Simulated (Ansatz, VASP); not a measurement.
**Two plane-wave programs on Cl**

INCAR

```
PREC = Accurate
ENCUT = 520
EDIFF = 1E-6
ISMEAR = 0
SIGMA = 0.1
LREAL = False
LASPH = True
NELM = 100
ALGO = Normal
ISIF = 2
LWAVE = False
LCHARG = False
GGA = PE
NBANDS = 38
```

File KPOINTS:

```
regular mesh
0
Gamma
  4 2 2
```

Contents of POSCAR:

```
Cl
1.0
    2.1901427851     -4.6193407658      0.0000000000
    6.5704283553      4.6193407658      0.0000000000
    0.0000000000      0.0000000000      8.6671092020
Cl
8
Direct
    0.4134418958      0.1955193680      0.0000000000
    0.4134418958      0.1955193680      0.5000000000
    0.9134418958      0.6955193680      0.0000000000
    0.9134418958      0.6955193680      0.5000000000
    0.0865581041      0.3044806319      0.0000000000
    0.0865581041      0.3044806319      0.5000000000
    0.5865581042      0.8044806320      0.0000000000
    0.5865581042      0.8044806320      0.5000000000
```

Input for Ansatz:

```yaml
crystal:
  lattice:
    - [2.1901427851, -4.6193407658, 0.0]
    - [6.5704283553, 4.6193407658, 0.0]
    - [0.0, 0.0, 8.667109202]
  atoms:
    - { symbol: Cl, position: [0.4134418958, 0.195519368, 0.0] }
    - { symbol: Cl, position: [0.4134418958, 0.195519368, 0.5] }
    - { symbol: Cl, position: [0.9134418958, 0.695519368, 0.0] }
    - { symbol: Cl, position: [0.9134418958, 0.695519368, 0.5] }
    - { symbol: Cl, position: [0.0865581041, 0.3044806319, 0.0] }
    - { symbol: Cl, position: [0.0865581041, 0.3044806319, 0.5] }
    - { symbol: Cl, position: [0.5865581042, 0.804480632, 0.0] }
    - { symbol: Cl, position: [0.5865581042, 0.804480632, 0.5] }
basis:
  ecutwfc: 420
kpoints:
  mp_grid: { grid: [4, 2, 2] }
hamiltonian:
  xc: pbe
scf:
  occupations: { method: gaussian, width: 0.1 }
  lower_state_search: "off"
output:
  forces: true
  stress: true
  eigenvalues: true
```

Alike in both runs: task single point; functional PBE; k mesh 4 × 2 × 2; occupations gaussian, width 0.1 eV; no spin polarisation.

```csv
,VASP,Ansatz
version,VASP 6.6.1,Ansatz 0.2.0
potentials or method,"VASP PAW PBE potentials, release 64 (Cl), cutoff 520 eV","scalar-relativistic, plane waves, PAW"
valence electrons in the cell,56,56
```

|  | VASP | Ansatz | Ansatz less VASP |
| --- | --- | --- | --- |
| gap on the k mesh at the Fermi level (eV) | 1.85 | 1.80 | -0.046 |
| least direct gap on the mesh (eV) | 1.85 | 1.80 | -0.046 |
| pressure (GPa) | -0.2 | 0.0 | +0.26 |
| traceless stress, the component that is largest in VASP (GPa) | -0.44 | -0.01 | +0.434 |
| rms of the force components (eV/Å) | 0.108 | 0.002 | -0.1058 |

Atom by atom the forces differ by 0.106 eV/Å (rms over components).
